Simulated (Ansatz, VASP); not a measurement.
# Two plane-wave programs on KMgF3

Contents of POSCAR:

```
KMgF3
1.0
    3.9859000000      0.0000000000      0.0000000000
    0.0000000000      3.9859000000      0.0000000000
    0.0000000000      0.0000000000      3.9859000000
K Mg F
1 1 3
Direct
    0.5000000000      0.5000000000      0.5000000000
    0.0000000000      0.0000000000      0.0000000000
    0.0000000000      0.0000000000      0.5000000000
    0.0000000000      0.5000000000      0.0000000000
    0.5000000000      0.0000000000      0.0000000000
```

The input INCAR.step1:

```
ALGO     = Normal         # electronic algorithm
EDIFF    = 1E-4           # SCF threshold, eV
ENCUT    = 600            # plane-wave cutoff, eV
GGA      = PE             # functional
ISMEAR   = -1             # smearing method
LASPH    = True           # aspherical terms in the spheres
LCHARG   = False          # write CHGCAR
LREAL    = False          # projectors in reciprocal space
LWAVE    = True           # write WAVECAR
NELM     = 80             # most SCF steps
PREC     = Accurate       # precision mode
SIGMA    = 0.05           # smearing width, eV
```

File INCAR.step2:

```
ALGO     = Normal         # electronic algorithm
EDIFF    = 1E-7           # SCF threshold, eV
EDIFFG   = -0.01          # ionic threshold
ENCUT    = 600            # plane-wave cutoff, eV
IBRION   = 2              # ionic algorithm
ISIF     = 3              # what is computed and relaxed
ISMEAR   = -1             # smearing method
ISTART   = 1            
LASPH    = True           # aspherical terms in the spheres
LCHARG   = False          # write CHGCAR
LMIXTAU  = True         
LREAL    = False          # projectors in reciprocal space
LWAVE    = False          # write WAVECAR
METAGGA  = R2SCAN         # meta-GGA
NELM     = 80             # most SCF steps
NSW      = 60             # ionic steps
PREC     = Accurate       # precision mode
SIGMA    = 0.05           # smearing width, eV
```

KPOINTS

```
k-points
0
Gamma
  7 7 7
```

The input input.yaml:

```yaml
crystal:
  lattice:
    - [3.9859, 0.0, 0.0]
    - [0.0, 3.9859, 0.0]
    - [0.0, 0.0, 3.9859]
  atoms:
    - { symbol: K, position: [0.5, 0.5, 0.5] }
    - { symbol: Mg, position: [0.0, 0.0, 0.0] }
    - { symbol: F, position: [0.0, 0.0, 0.5] }
    - { symbol: F, position: [0.0, 0.5, 0.0] }
    - { symbol: F, position: [0.5, 0.0, 0.0] }
hamiltonian:
  xc: r2scan
  pseudopotentials: { kind: paw }
kpoints:
  mp_grid: { grid: [7, 7, 7] }
scf:
  occupations: { method: fermi_dirac, width: 0.05 }
output:
  forces: true
  stress: true
  eigenvalues: true
relax:
  f_tol: 0.01
  max_steps: 40
  cell: { stress_tol: 0.05 }
```

Alike in both runs: task relaxation of cell and atoms; functional r2SCAN; k mesh 7 × 7 × 7; occupations fermi-dirac, width 0.05 eV; no spin polarisation.

|  | VASP | Ansatz |
| --- | --- | --- |
| version | VASP 6.6.1 | Ansatz 0.2.0 |
| potentials or method | VASP PAW PBE potentials, release 64 (K_sv, Mg, F) | Ansatz PAW |
| plane-wave cutoff (eV) | 600 | 500 |
| valence electrons in the cell | 32 | 40 |

Ansatz gave:

| Property | Result |
| --- | --- |
| gap on the k mesh at the Fermi level, each at its own relaxed structure (eV) | 8.33 |
| relaxed volume (Å³/atom) | 12.62 |
| relaxed cell length with the largest relative difference (Å) | 3.981 |

Task: What did VASP give for the same quantities?

Result: gap on the k mesh at the Fermi level, each at its own relaxed structure (eV): 8.38; relaxed volume (Å³/atom): 12.52; relaxed cell length with the largest relative difference (Å): 3.970.

VASP's potentials were made for PBE, not for r2SCAN. VASP's potentials hold 32 valence electrons a cell and Ansatz's 40, so a difference there can come from the potentials and not from the codes.

Noted on Ansatz's run: odd divisions of the mesh miss points on the zone boundary, where band edges often lie, so the gap on the mesh can be too wide; the plane-wave basis is chosen anew once the cell has moved, so the energies of steps on either side of that aren't comparable.
